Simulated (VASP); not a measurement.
# K in VASP: a series of runs

The runs below take K through single point, relaxation of shape and atoms at fixed volume, with PBEsol.

Everything below comes from runs of VASP 6.6.1. Logs are shortened: lines on timing, memory, paths and dates and some standing lists are left out, and cuts for length are marked.

## (1) The cell of the first run

The structure is tetragonal, space group P4/mmm (No. 123). The conventional cell has a = 4.748 Å, b = 4.748 Å, c = 8.014 Å, α = 90.00°, β = 90.00°, γ = 90.00°. K (site symmetry 2mm) has 7 K at 3.22 to 3.37 Å within 4.2 Å. K (site symmetry 4/mmm) has 8 K at 3.37 Å within 4.4 Å.

## (2) Single point, PBEsol

INCAR

```
SYSTEM = K
PREC = Accurate ; ENCUT = 520
EDIFF = 1E-7 ; ISMEAR = 0
SIGMA = 0.1 ; LREAL = .False.
LASPH = .True. ; NELM = 60
ALGO = Fast ; ISIF = 2
LWAVE = .False. ; LCHARG = .True.
GGA = PS ; LELF = .True.
LVHAR = .True. ; NBANDS = 30
```

KPOINTS

```
regular mesh
0
Gamma
  8 8 4
  0 0 0
```

POSCAR

```
K
1.0
    3.3575751491     -3.3575751491      0.0000000000
    3.3575751491      3.3575751491      0.0000000000
    0.0000000000      0.0000000000      8.0144851651
K
5
Direct
    0.5000000000      0.0000000000      0.2991870938
    0.0000000000      0.5000000000      0.7008129062
    0.0000000000      0.5000000000      0.2991870938
    0.5000000000      0.0000000000      0.7008129062
    0.0000000000      0.0000000000      0.0000000000
```

Potentials or basis: VASP PAW PBE potentials, release 64 (K_sv).

The run is started by

```
cat potpaw_PBE.64/K_sv/POTCAR > POTCAR
mpirun -np 1 vasp_std > vasp.out
```

OUTCAR:

```text
SYSTEM = K
   PREC = Accurate
   ENCUT = 520
   EDIFF = 1E-7
   ISMEAR = 0
   LREAL = .False.
   LASPH = .True.
   NELM = 60
   ISIF = 2
   GGA = PS

 ion  position               nearest neighbor table
   1  0.500  0.000  0.299-   4 3.22   3 3.36   3 3.36   3 3.36   3 3.36   5 3.37   5 3.37
   2  0.000  0.500  0.701-   3 3.22   4 3.36   4 3.36   4 3.36   4 3.36   5 3.37   5 3.37
   3  0.000  0.500  0.299-   2 3.22   1 3.36   1 3.36   1 3.36   1 3.36   5 3.37   5 3.37
   4  0.500  0.000  0.701-   1 3.22   2 3.36   2 3.36   2 3.36   2 3.36   5 3.37   5 3.37
   5  0.000  0.000  0.000-   1 3.37   2 3.37   3 3.37   4 3.37   2 3.37   3 3.37   1 3.37   4 3.37

  LATTYP: Found a simple tetragonal cell.
 ALAT       =     4.7483283125
 C/A-ratio  =     1.6878540483

  Lattice vectors:

 A1 = (   3.3575751491,  -3.3575751491,   0.0000000000)
 A2 = (   3.3575751491,   3.3575751491,   0.0000000000)
 A3 = (   0.0000000000,   0.0000000000,   8.0144851651)

Analysis of symmetry for initial positions (statically):
=====================================================================
 Subroutine PRICEL returns:
 Original cell was already a primitive cell.

 Routine SETGRP: Setting up the symmetry group for a
 simple tetragonal supercell.

 Subroutine GETGRP returns: Found 16 space group operations
 (whereof 16 operations were pure point group operations)
 out of a pool of 16 trial point group operations.

The static configuration has the point symmetry D_4h.

Analysis of symmetry for dynamics (positions and initial velocities):
=====================================================================
 Subroutine PRICEL returns:
 Original cell was already a primitive cell.

 Routine SETGRP: Setting up the symmetry group for a
 simple tetragonal supercell.

 Subroutine GETGRP returns: Found 16 space group operations
 (whereof 16 operations were pure point group operations)
 out of a pool of 16 trial point group operations.

The dynamic configuration has the point symmetry D_4h.

 Subroutine INISYM returns: Found 16 space group operations
 (whereof 16 operations are pure point group operations),
 and found     1 'primitive' translations

----------------------------------------------------------------------------------------

                                     Primitive cell

  volume of cell :     180.6996

  direct lattice vectors                    reciprocal lattice vectors
     3.357575149 -3.357575149  0.000000000     0.148916994 -0.148916994  0.000000000
     3.357575149  3.357575149  0.000000000     0.148916994  0.148916994  0.000000000
     0.000000000  0.000000000  8.014485165     0.000000000  0.000000000  0.124774078

  length of vectors
     4.748328313  4.748328313  8.014485165     0.210600433  0.210600433  0.124774078

  position of ions in fractional coordinates (direct lattice)
     0.500000000  0.000000000  0.299187094
     0.000000000  0.500000000  0.700812906
     0.000000000  0.500000000  0.299187094
     0.500000000  0.000000000  0.700812906
     0.000000000  0.000000000  0.000000000

  ion indices of the primitive-cell ions
   primitive index   ion index
                 1           1
                 2           2
                 3           3
                 4           4
                 5           5

----------------------------------------------------------------------------------------

 KPOINTS: regular mesh

Automatic generation of k-mesh.
 Grid dimensions read from file:
 generate k-points for:    8    8    4

 Generating k-lattice:

  Cartesian coordinates                     Fractional coordinates (reciprocal lattice)
     0.018614624 -0.018614624  0.000000000     0.125000000  0.000000000  0.000000000
     0.018614624  0.018614624  0.000000000     0.000000000  0.125000000  0.000000000
     0.000000000  0.000000000  0.031193520     0.000000000  0.000000000  0.250000000

  Length of vectors
     0.026325054  0.026325054  0.031193520

  Shift w.r.t. Gamma in fractional coordinates (k-lattice)
     0.000000000  0.000000000  0.000000000

 Subroutine IBZKPT returns following result:
 ===========================================

 Found     45 irreducible k-points:

 Following reciprocal coordinates:
            Coordinates               Weight
  0.000000  0.000000  0.000000      1.000000
  0.125000  0.000000  0.000000      4.000000
  0.250000  0.000000  0.000000      4.000000
  0.375000  0.000000  0.000000      4.000000
  0.500000  0.000000  0.000000      2.000000
  0.125000  0.125000  0.000000      4.000000
[... 16 lines left out ...]
  0.375000  0.125000  0.250000     16.000000
  0.500000  0.125000  0.250000      8.000000
 [... further k-points ...]
   k-points           NKPTS =     45   k-points in BZ     NKDIM =     45   number of bands    NBANDS=     30
   number of dos      NEDOS =    301   number of ions     NIONS =      5
   total plane-waves  NPLWV =  77760
   dimension x,y,z NGX =    36 NGY =   36 NGZ =   60
   dimension x,y,z NGXF=    72 NGYF=   72 NGZF=  120
   ions per type =               5
   NGX,Y,Z   is equivalent  to a cutoff of  12.60, 12.60, 12.45 a.u.
   NGXF,Y,Z  is equivalent  to a cutoff of  25.21, 25.21, 24.89 a.u.
 SYSTEM =  K
   PREC   = accura    normal or accurate (medium, high low for compatibility)
   ISTART =      0    job   : 0-new  1-cont  2-samecut
   ICHARG =      2    charge: 1-file 2-atom 10-const
   ISPIN  =      1    spin polarized calculation?
   LNONCOLLINEAR =      F non collinear calculations
   LSORBIT =      F    spin-orbit coupling
   LASPH  =      T    aspherical Exc in radial PAW
   ENCUT  =  520.0 eV  38.22 Ry    6.18 a.u.   8.83  8.83 14.90*2*pi/ulx,y,z
   NELM   =     60;   NELMIN=  2; NELMDL= -5     # of ELM steps
   EDIFF  = 0.1E-06   stopping-criterion for ELM
   LREAL  =      F    real-space projection
   EDIFFG = 0.1E-05   stopping-criterion for IOM
   NSW    =      0    number of steps for IOM
   IBRION =     -1    ionic relax: 0-MD 1-quasi-New 2-CG
   NFREE  =      0    steps in history (QN), initial steepest desc. (CG)
   ISIF   =      2    stress and relaxation
   ISYM   =      2    0-nonsym 1-usesym 2-fastsym
   POTIM  = 0.5000    time-step for ionic-motion
   TEBEG  =    0.0;   TEEND  =   0.0 temperature during run
   PSTRESS=    0.0 pullay stress
   NELECT =      45.0000    total number of electrons
   NUPDOWN=      -1.0000    fix difference up-down
   EMIN   =  10.00;   EMAX   =-10.00  energy-range for DOS
   EFERMI =   0.00;   METHOD = LEGACY
   ISMEAR =     0;   SIGMA  =   0.10  broadening in eV -4-tet -1-fermi 0-gaus
   EFERMI_NEDOS =   21; number of points for ismear=-14 and -15
   IALGO  =     68    algorithm
   IMIX   =      4    mixing-type and parameters
     AMIX     =   0.40;   BMIX     =  1.00
     AMIX_MAG =   1.60;   BMIX_MAG =  1.00
  volume/ion in A,a.u.               =      36.14       243.88
  Fermi-wavevector in a.u.,A,eV,Ry     =   1.029975  1.946370 14.433717  1.060848
  Thomas-Fermi vector in A             =   2.164050
   LORBIT       =      0    0 simple, 1 ext, 2 COOP (PROOUT), +10 PAW based schemes
   GGA     = PS    functional components
   LHFCALC =     F    Hartree Fock is set to
   AEXX    =    0.0000 exact exchange contribution
   IVDW    =     0    specifies the selected vdW correction
   LEPSILON=     F    determine dielectric tensor
   LRPA    =     F    only Hartree local field effects (RPA)
 non-spin polarized calculation
 RMM-DIIS sequential band-by-band and
 Gauss-broadening in eV      SIGMA  =   0.10
  energy-cutoff  :      520.00
  volume of cell :      180.70
 maximum number of plane-waves:      4904
 NGX is ok and might be reduce to    36
   NGX = 17   NGY = 17   NGZ = 29

 number of electron      44.9999989 magnetization

 Free energy of the ion-electron system (eV)
  ---------------------------------------------------
  ext. energy  EPLUGINS =         0.00000000
  ---------------------------------------------------
  free energy    TOTEN  =        -1.75727769 eV

  energy without entropy =       -1.72796839  energy(sigma->0) =       -1.74262304

 E-fermi :   2.0703     XC(G=0):  -7.8222

 val. band max:        2.0665841771   @ k =   0.5000   0.3750   0.5000
 cond. band min:       2.0761255992   @ k =   0.3750   0.0000   0.0000
 fundamental gap:      0.0095414221
 Fermi energy:         2.0703320408

 k-point     1 :       0.0000    0.0000    0.0000
  band No.  band energies     occupation
      1     -30.5107      2.00000
      2     -30.2872      2.00000
      3     -30.2556      2.00000
      4     -30.1547      2.00000
      5     -30.0971      2.00000
      6     -14.3436      2.00000
[... 22 lines left out ...]
     29       4.1802      0.00000
     30       4.3525      0.00000

 k-point     2 :       0.1250    0.0000    0.0000
  band No.  band energies     occupation
      1     -30.5079      2.00000
      2     -30.2837      2.00000
      3     -30.2494      2.00000
      4     -30.1608      2.00000
      5     -30.1030      2.00000
      6     -14.3584      2.00000
[... 22 lines left out ...]
     29       4.2421      0.00000
     30       4.4352      0.00000

 k-point     3 :       0.2500    0.0000    0.0000
  band No.  band energies     occupation
      1     -30.5009      2.00000
      2     -30.2729      2.00000
      3     -30.2321      2.00000
      4     -30.1779      2.00000
      5     -30.1200      2.00000
      6     -14.3850      2.00000
[... 22 lines left out ...]
     29       4.4191      0.00000
     30       4.6697      0.00000

 k-point     4 :       0.3750    0.0000    0.0000
  band No.  band energies     occupation
      1     -30.4938      2.00000
      2     -30.2551      2.00000
      3     -30.2062      2.00000
      4     -30.2022      2.00000
      5     -30.1455      2.00000
      6     -14.4042      2.00000
[... 616 lines left out ...]
     29       4.4497      0.00000
     30       4.5628      0.00000

 k-point    23 :       0.3750    0.1250    0.2500
  band No.  band energies     occupation
      1     -30.4907      2.00000
      2     -30.2593      2.00000
      3     -30.2064      2.00000
      4     -30.1983      2.00000
      5     -30.1471      2.00000
      6     -14.4643      2.00000
[... 22 lines left out ...]
     29       4.6616      0.00000
     30       4.7115      0.00000

 k-point    24 :       0.5000    0.1250    0.2500
  band No.  band energies     occupation
      1     -30.4882      2.00000
      2     -30.2355      2.00000
      3     -30.2307      2.00000
      4     -30.1757      2.00000
      5     -30.1712      2.00000
      6     -14.4671      2.00000
[... 22 lines left out ...]
     29       4.7268      0.00000
     30       4.9713      0.00000

 [... further k-points ...]

------------------------ aborting loop because EDIFF is reached ----------------------------------------

  FORCE on cell =-STRESS in cart. coord.  units (eV):
  Direction    XX          YY          ZZ          XY          YZ          ZX
  --------------------------------------------------------------------------------------
  -------------------------------------------------------------------------------------
  Total        9.0379849      9.0379849      9.0462908      0.0000000      0.0000000     -0.0000000
  in kB       80.1355243     80.1355243     80.2091694      0.0000000      0.0000000     -0.0000000
  external PRESSURE =      80.1600727 kB  Pullay stress =       0.0000000 kB

 VOLUME and BASIS-vectors are now :
 -----------------------------------------------------------------------------
  energy-cutoff  :      520.00
  volume of cell :      180.70
      direct lattice vectors                 reciprocal lattice vectors
     3.357575149 -3.357575149  0.000000000     0.148916994 -0.148916994  0.000000000
     3.357575149  3.357575149  0.000000000     0.148916994  0.148916994  0.000000000
     0.000000000  0.000000000  8.014485165     0.000000000  0.000000000  0.124774078

 POSITION                                       TOTAL-FORCE (eV/Angst)
 -----------------------------------------------------------------------------------
      1.67879     -1.67879      2.39783        -0.000000      0.000000     -0.001035
      1.67879      1.67879      5.61665         0.000000     -0.000000      0.001035
      1.67879      1.67879      2.39783        -0.000000      0.000000     -0.001035
      1.67879     -1.67879      5.61665         0.000000     -0.000000      0.001035
      0.00000      0.00000      0.00000        -0.000000     -0.000000     -0.000000
 -----------------------------------------------------------------------------------
    total drift:                                0.000000     -0.000000      0.000000

  FREE ENERGIE OF THE ION-ELECTRON SYSTEM (eV)
  ---------------------------------------------------
  free  energy   TOTEN  =        -1.7572776874 eV

  energy  without entropy=       -1.7279683916  energy(sigma->0) =       -1.74262304
```

Run time: 3.2 min. Hardware: 1 thread of Intel Xeon 6975P-C (Granite Rapids), shared host; peak memory 0.34 GiB.

Results:

| Property | Result |
| --- | --- |
| Free energy | -1.7573 eV |
| Pressure | 8.0 GPa |
| Band gap on the k mesh | zero (an odd number of electrons rules out a gap without spin polarisation) |

Caveat: the cell stands under pressure; the PAW data sets were made with another functional, which shifts forces and pressure a little.

(Part 1 of 2 ends here.)

The gap in the log of VASP goes by the Fermi energy; the results here count the filled bands.